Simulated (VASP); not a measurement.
# Ta (P6_3/mmc) in VASP: notebook

The runs below take Ta through single point, with r2SCAN.

Program: VASP 6.6.1. These are calculated values, not measurements. Logs are shortened: lines on timing, memory, paths and dates and some standing lists are left out, and cuts for length are marked.

## Step 1: The cell of the first run

The structure is hexagonal, space group P6_3/mmc (No. 194). The conventional cell has a = 2.886 Å, b = 2.886 Å, c = 5.128 Å, α = 90.00°, β = 90.00°, γ = 120.00°. Within 3.8 Å of Ta (site symmetry -6m2) lie 12 Ta at 2.89 to 3.06 Å.

This isn't the form of Ta at room conditions, which is bcc.

## Step 2: Single point, r2SCAN

The input, POSCAR:

```
Ta
1.0
    2.8857679800      0.0000000000      0.0000000000
   -1.4428839900      2.4991483801      0.0000000000
    0.0000000000      0.0000000000      5.1280634899
Ta
2
Direct
    0.3333333333      0.6666666667      0.2500000000
    0.6666666667      0.3333333333      0.7500000000
```

The input, INCAR.step1:

```
PREC = Accurate
ENCUT = 520
ISMEAR = -1
SIGMA = 0.1
LREAL = False
LASPH = True
NELM = 100
NBANDS = 18
GGA = PE
ALGO = Normal
EDIFF = 1E-4
LWAVE = True
LCHARG = False
```

The input, INCAR.step2:

```
PREC = Accurate
ENCUT = 520
EDIFF = 1E-6
ISMEAR = -1
SIGMA = 0.1
LREAL = False
LASPH = True
NELM = 100
ALGO = Normal
ISIF = 2
LWAVE = False
LCHARG = False
METAGGA = R2SCAN
LMIXTAU = True
NBANDS = 18
ISTART = 1
```

The input, KPOINTS:

```
Automatic mesh
0
Gamma
  12 12 7
```

Potentials or basis: VASP PAW PBE potentials, release 64 (Ta_pv).

Run with:

```console
> cat potpaw_PBE.64/Ta_pv/POTCAR > POTCAR
> cp INCAR.step1 INCAR
> mpirun -np 1 vasp_std > vasp.out
> cp INCAR.step2 INCAR
> mpirun -np 1 vasp_std > vasp.out
```

OUTCAR:

```text
PREC = Accurate
   ENCUT = 520
   EDIFF = 1E-6
   ISMEAR = -1
   LREAL = False
   LASPH = True
   NELM = 100
   ISIF = 2
   METAGGA = R2SCAN
   ISTART = 1

 ion  position               nearest neighbor table
   1  0.333  0.667  0.250-   2 3.06   2 3.06   2 3.06   2 3.06   2 3.06   2 3.06
   2  0.667  0.333  0.750-   1 3.06   1 3.06   1 3.06   1 3.06   1 3.06   1 3.06

  LATTYP: Found a hexagonal cell.
 ALAT       =     2.8857679800
 C/A-ratio  =     1.7770186396

  Lattice vectors:

 A1 = (   2.8857679800,   0.0000000000,   0.0000000000)
 A2 = (  -1.4428839900,   2.4991483801,   0.0000000000)
 A3 = (   0.0000000000,   0.0000000000,   5.1280634899)

Analysis of symmetry for initial positions (statically):
=====================================================================
 Subroutine PRICEL returns:
 Original cell was already a primitive cell.

 Routine SETGRP: Setting up the symmetry group for a
 hexagonal supercell.

 Subroutine GETGRP returns: Found 24 space group operations
 (whereof 12 operations were pure point group operations)
 out of a pool of 24 trial point group operations.

The static configuration has the point symmetry D_3d.
 The point group associated with its full space group is D_6h.

Analysis of symmetry for dynamics (positions and initial velocities):
=====================================================================
 Subroutine PRICEL returns:
 Original cell was already a primitive cell.

 Routine SETGRP: Setting up the symmetry group for a
 hexagonal supercell.

 Subroutine GETGRP returns: Found 24 space group operations
 (whereof 12 operations were pure point group operations)
 out of a pool of 24 trial point group operations.

The dynamic configuration has the point symmetry D_3d.
 The point group associated with its full space group is D_6h.

 Subroutine INISYM returns: Found 24 space group operations
 (whereof 12 operations are pure point group operations),
 and found     1 'primitive' translations

----------------------------------------------------------------------------------------

                                     Primitive cell

  volume of cell :      36.9834

  direct lattice vectors                    reciprocal lattice vectors
     2.885767980  0.000000000  0.000000000     0.346528206  0.200068153  0.000000000
    -1.442883990  2.499148380  0.000000000     0.000000000  0.400136306  0.000000000
     0.000000000  0.000000000  5.128063490     0.000000000  0.000000000  0.195005386

  length of vectors
     2.885767980  2.885767980  5.128063490     0.400136306  0.400136306  0.195005386

  position of ions in fractional coordinates (direct lattice)
     0.333333333  0.666666667  0.250000000
     0.666666667  0.333333333  0.750000000

  ion indices of the primitive-cell ions
   primitive index   ion index
                 1           1
                 2           2

----------------------------------------------------------------------------------------

 KPOINTS: Automatic mesh

Automatic generation of k-mesh.
 Grid dimensions read from file:
 generate k-points for:   12   12    7

 Generating k-lattice:

  Cartesian coordinates                     Fractional coordinates (reciprocal lattice)
     0.028877350  0.016672346  0.000000000     0.083333333  0.000000000  0.000000000
     0.000000000  0.033344692  0.000000000     0.000000000  0.083333333  0.000000000
     0.000000000  0.000000000  0.027857912     0.000000000  0.000000000  0.142857143

  Length of vectors
     0.033344692  0.033344692  0.027857912

  Shift w.r.t. Gamma in fractional coordinates (k-lattice)
     0.000000000  0.000000000  0.000000000

 Subroutine IBZKPT returns following result:
 ===========================================

 Found     76 irreducible k-points:

 Following reciprocal coordinates:
            Coordinates               Weight
  0.000000  0.000000  0.000000      1.000000
  0.083333  0.000000  0.000000      6.000000
  0.166667 -0.000000  0.000000      6.000000
  0.250000  0.000000  0.000000      6.000000
  0.333333  0.000000  0.000000      6.000000
  0.416667  0.000000  0.000000      6.000000
[... 16 lines left out ...]
  0.250000  0.000000  0.142857     12.000000
  0.333333  0.000000  0.142857     12.000000
 [... further k-points ...]
   k-points           NKPTS =     76   k-points in BZ     NKDIM =     76   number of bands    NBANDS=     18
   number of dos      NEDOS =    301   number of ions     NIONS =      2
   total plane-waves  NPLWV =  23040
   dimension x,y,z NGX =    24 NGY =   24 NGZ =   40
   dimension x,y,z NGXF=    48 NGYF=   48 NGZF=   80
   ions per type =               2
   NGX,Y,Z   is equivalent  to a cutoff of  13.83, 13.83, 12.97 a.u.
   NGXF,Y,Z  is equivalent  to a cutoff of  27.65, 27.65, 25.94 a.u.
 SYSTEM =  unknown system
   PREC   = accura    normal or accurate (medium, high low for compatibility)
   ISTART =      1    job   : 0-new  1-cont  2-samecut
   ICHARG =      0    charge: 1-file 2-atom 10-const
   ISPIN  =      1    spin polarized calculation?
   LNONCOLLINEAR =      F non collinear calculations
   LSORBIT =      F    spin-orbit coupling
   LASPH  =      T    aspherical Exc in radial PAW
   ENCUT  =  520.0 eV  38.22 Ry    6.18 a.u.   5.37  5.37  9.53*2*pi/ulx,y,z
   NELM   =    100;   NELMIN=  2; NELMDL=  0     # of ELM steps
   EDIFF  = 0.1E-05   stopping-criterion for ELM
   LREAL  =      F    real-space projection
   EDIFFG = 0.1E-04   stopping-criterion for IOM
   NSW    =      0    number of steps for IOM
   IBRION =     -1    ionic relax: 0-MD 1-quasi-New 2-CG
   NFREE  =      0    steps in history (QN), initial steepest desc. (CG)
   ISIF   =      2    stress and relaxation
   ISYM   =      2    0-nonsym 1-usesym 2-fastsym
   POTIM  = 0.5000    time-step for ionic-motion
   TEBEG  =    0.0;   TEEND  =   0.0 temperature during run
   PSTRESS=    0.0 pullay stress
   NELECT =      22.0000    total number of electrons
   NUPDOWN=      -1.0000    fix difference up-down
   EMIN   =  10.00;   EMAX   =-10.00  energy-range for DOS
   EFERMI =   0.00;   METHOD = LEGACY
   ISMEAR =    -1;   SIGMA  =   0.10  broadening in eV -4-tet -1-fermi 0-gaus
   EFERMI_NEDOS =   21; number of points for ismear=-14 and -15
   IALGO  =     38    algorithm
   IMIX   =      4    mixing-type and parameters
     AMIX     =   0.40;   BMIX     =  1.00
     AMIX_MAG =   1.60;   BMIX_MAG =  1.00
  volume/ion in A,a.u.               =      18.49       124.79
  Fermi-wavevector in a.u.,A,eV,Ry     =   1.376829  2.601830 25.792007  1.895659
  Thomas-Fermi vector in A             =   2.502038
   LORBIT       =      0    0 simple, 1 ext, 2 COOP (PROOUT), +10 PAW based schemes
   METAGGA = R2SCAN    functional components
   LHFCALC =     F    Hartree Fock is set to
   AEXX    =    0.0000 exact exchange contribution
   IVDW    =     0    specifies the selected vdW correction
   LEPSILON=     F    determine dielectric tensor
   LRPA    =     F    only Hartree local field effects (RPA)
 non-spin polarized calculation
  energy-cutoff  :      520.00
  volume of cell :       36.98
 maximum number of plane-waves:      1021
 NGX is ok and might be reduce to    24
   NGX = 11   NGY = 11   NGZ = 19

 number of electron      22.0000003 magnetization

 Free energy of the ion-electron system (eV)
  ---------------------------------------------------
  ext. energy  EPLUGINS =         0.00000000
  ---------------------------------------------------
  free energy    TOTEN  =       -96.59703602 eV

  energy without entropy =      -96.51658078  energy(sigma->0) =      -96.55680840

 E-fermi :   5.5898     XC(G=0): -13.5992

 val. band max:        5.5805957668   @ k =   0.1667  -0.0000   0.1429
 cond. band min:       5.5985428107   @ k =   0.3333   0.1667   0.4286
 fundamental gap:      0.0179470439
 Fermi energy:         5.5897528250

 k-point     1 :       0.0000    0.0000    0.0000
  band No.  band energies     occupation
      1     -30.1991      2.00000
      2     -29.2848      2.00000
      3     -29.1728      2.00000
      4     -29.1728      2.00000
      5     -29.0821      2.00000
      6     -29.0821      2.00000
[... 10 lines left out ...]
     17      11.1574      0.00000
     18      11.1574      0.00000

 k-point     2 :       0.0833    0.0000    0.0000
  band No.  band energies     occupation
      1     -30.1744      2.00000
      2     -29.2877      2.00000
      3     -29.2519      2.00000
      4     -29.1941      2.00000
      5     -29.1631      2.00000
      6     -29.0963      2.00000
[... 10 lines left out ...]
     17      11.2719      0.00000
     18      11.7177      0.00000

 k-point     3 :       0.1667   -0.0000    0.0000
  band No.  band energies     occupation
      1     -30.1043      2.00000
      2     -29.4659      2.00000
      3     -29.3777      2.00000
      4     -29.2981      2.00000
      5     -29.2508      2.00000
      6     -29.1361      2.00000
[... 10 lines left out ...]
     17      11.4655      0.00000
     18      12.9063      0.00000

 k-point     4 :       0.2500    0.0000    0.0000
  band No.  band energies     occupation
      1     -30.0003      2.00000
      2     -29.7530      2.00000
      3     -29.6566      2.00000
      4     -29.3257      2.00000
      5     -29.3201      2.00000
      6     -29.1916      2.00000
[... 375 lines left out ...]
      4     -29.3031      2.00000
      5     -29.2452      2.00000
      6     -29.1418      2.00000
[... 10 lines left out ...]
     17      11.3597      0.00000
     18      12.3866      0.00000

 k-point    23 :       0.2500    0.0000    0.1429
  band No.  band energies     occupation
      1     -29.9881      2.00000
      2     -29.7344      2.00000
      3     -29.6709      2.00000
      4     -29.3380      2.00000
      5     -29.3192      2.00000
      6     -29.1983      2.00000
[... 10 lines left out ...]
     17      11.4320      0.00000
     18      13.1227      0.00000

 k-point    24 :       0.3333    0.0000    0.1429
  band No.  band energies     occupation
      1     -30.0589      2.00000
      2     -29.9483      2.00000
      3     -29.8154      2.00000
      4     -29.3910      2.00000
      5     -29.3695      2.00000
      6     -29.2554      2.00000
[... 10 lines left out ...]
     17      11.5015      0.00000
     18      13.4188      0.00000

 [... further k-points ...]

------------------------ aborting loop because EDIFF is reached ----------------------------------------

  FORCE on cell =-STRESS in cart. coord.  units (eV):
  Direction    XX          YY          ZZ          XY          YZ          ZX
  --------------------------------------------------------------------------------------
  -------------------------------------------------------------------------------------
  Total        0.1236855      0.1236855      0.1373748     -0.0000000      0.0000000      0.0000000
  in kB        5.3582427      5.3582427      5.9512847     -0.0000000      0.0000000      0.0000000
  external PRESSURE =       5.5559234 kB  Pullay stress =       0.0000000 kB

 VOLUME and BASIS-vectors are now :
 -----------------------------------------------------------------------------
  energy-cutoff  :      520.00
  volume of cell :       36.98
      direct lattice vectors                 reciprocal lattice vectors
     2.885767980  0.000000000  0.000000000     0.346528206  0.200068153  0.000000000
    -1.442883990  2.499148380  0.000000000     0.000000000  0.400136306  0.000000000
     0.000000000  0.000000000  5.128063490     0.000000000  0.000000000  0.195005386

 POSITION                                       TOTAL-FORCE (eV/Angst)
 -----------------------------------------------------------------------------------
     -0.00000      1.66610      1.28202        -0.000000      0.000000      0.000000
      1.44288      0.83305      3.84605         0.000000     -0.000000      0.000000
 -----------------------------------------------------------------------------------
    total drift:                               -0.000000      0.000000     -0.000000

  FREE ENERGIE OF THE ION-ELECTRON SYSTEM (eV)
  ---------------------------------------------------
  free  energy   TOTEN  =       -96.5970360221 eV

  energy  without entropy=      -96.5165807835  energy(sigma->0) =      -96.55680840
```

It took 4.6 min on 1 thread of Intel Xeon 8259CL, shared host; peak memory 0.2 GiB.

What came out:

| Item | Value |
| --- | --- |
| Free energy | -96.5970 eV |
| Pressure | 0.6 GPa |
| Band gap on the k mesh | zero (bands 11 and 12 overlap by 1.82 eV) |

Levels at points of the mesh, in eV from the Fermi level:
```csv
k point,band 7,band 8,band 9,band 10,band 11,band 12,band 13,band 14,band 15,band 16
"(0.00, 0.00, 0.00)",-8.69,-5.21,-0.59,-0.30,0.69,0.69,1.29,1.29,3.28,3.28
"(0.50, 0.00, 0.00)",-4.28,-4.11,-3.53,-0.61,-0.34,0.53,1.04,6.00,6.81,7.11
```

Caveat: the PAW data sets were made with another functional, which shifts forces and pressure a little; spin-orbit coupling is left out, which moves the levels of the heavy elements.

(Continued in part 2 of 2.)

The gap in the log of VASP goes by the Fermi energy; the results here count the filled bands.